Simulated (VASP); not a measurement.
Si, 4 atoms in the cell. It takes space group Cmcm (No. 63, orthorhombic). Conventional cell: a = 4.033 Å, b = 6.637 Å, c = 6.341 Å, α = 90.00°, β = 90.00°, γ = 90.00°. Si (site symmetry m) has 4 Si at 2.37 to 2.42 Å within 3.1 Å.  This cell differs from its parent crystal: uniaxial x strain +5.2%.

| Quantity | Value |
| --- | --- |
| Program | VASP 6.6.1 |
| Task | single point |
| Functional | r2SCAN |
| Potentials or basis | VASP PAW PBE potentials, release 64 (Si) |
| Cutoff | 520 eV |
| k mesh | 12 × 12 × 4 |
| Occupations | fermi-dirac, width 0.02 eV |
| Spin | no spin polarisation |
| Dipole correction | no |
| Further INCAR settings | ALGO = Normal; EDIFF = 1e-06; NBANDS = 16 |

Potentials or basis: VASP PAW PBE potentials, release 64 (Si).

Launch:

```bash
$ cat potpaw_PBE.64/Si/POTCAR > POTCAR
$ cp INCAR.step1 INCAR
$ mpirun -np 1 vasp_std > vasp.out
$ cp INCAR.step2 INCAR
$ mpirun -np 1 vasp_std > vasp.out
```

Hardware: 1 thread of Intel Xeon 8259CL, with other jobs on the host.

Task: How long does it take, and how much memory?

Result: Wall time 12 min on 1 thread of Intel Xeon 8259CL, with other jobs on the host, peak memory 0.28 GiB. Counts: k points 129.
